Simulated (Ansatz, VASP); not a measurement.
# Two plane-wave programs on InSb

INCAR

```
PREC = Accurate
ENCUT = 520
EDIFF = 1E-6
ISMEAR = 0
SIGMA = 0.15
LREAL = False
LASPH = True
NELM = 80
ALGO = Normal
ISIF = 2
LWAVE = False
LCHARG = True
GGA = PE
LELF = True
LVHAR = True
NBANDS = 16
```

KPOINTS

```
Automatic mesh
0
Gamma
  12 12 12
```

File POSCAR:

```
InSb
1.0
    0.0000000000      3.2391000000      3.3362730000
    3.2391000000      0.0000000000      3.3362730000
    3.2391000000      3.2391000000      0.0000000000
In Sb
1 1
Direct
    0.0000000000      0.0000000000      0.0000000000
    0.7500000000      0.7500000000      0.7500000000
```

Input for Ansatz:

```yaml
crystal:
  lattice:
    - [0.0, 3.2391, 3.336273]
    - [3.2391, 0.0, 3.336273]
    - [3.2391, 3.2391, 0.0]
  atoms:
    - { symbol: In, position: [0.0, 0.0, 0.0] }
    - { symbol: Sb, position: [0.75, 0.75, 0.75] }
basis:
  ecutwfc: 420
kpoints:
  mp_grid: { grid: [12, 12, 12] }
hamiltonian:
  xc: pbe
scf:
  occupations: { method: gaussian, width: 0.15 }
output:
  forces: true
  stress: true
  eigenvalues: true
```

Change from the starting cell: strain +0.000 along x and y, +0.030 along z, atoms carried along.

Alike in both runs: task single point; functional PBE; k mesh 12 × 12 × 12; occupations gaussian, width 0.15 eV; no spin polarisation.

|  | VASP | Ansatz |
| --- | --- | --- |
| version | VASP 6.6.1 | Ansatz 0.2.0 |
| potentials or method | VASP PAW PBE potentials, release 64 (In_d, Sb), cutoff 520 eV | scalar-relativistic, plane waves, PAW |
| valence electrons in the cell | 18 | 28 |

```tsv
	VASP	Ansatz	Ansatz less VASP
gap on the k mesh at the Fermi level (eV)	none	none	-
pressure (GPa)	1.7	1.7	+0.03
traceless stress, the component that is largest in VASP (GPa)	-0.54	-0.54	0.000
```

A gap of «none» marks a metal or a gap that the smearing closes. VASP's potentials hold 18 valence electrons a cell and Ansatz's 28, so a difference there can come from the potentials and not from the codes.

Neither program's run includes spin-orbit coupling.
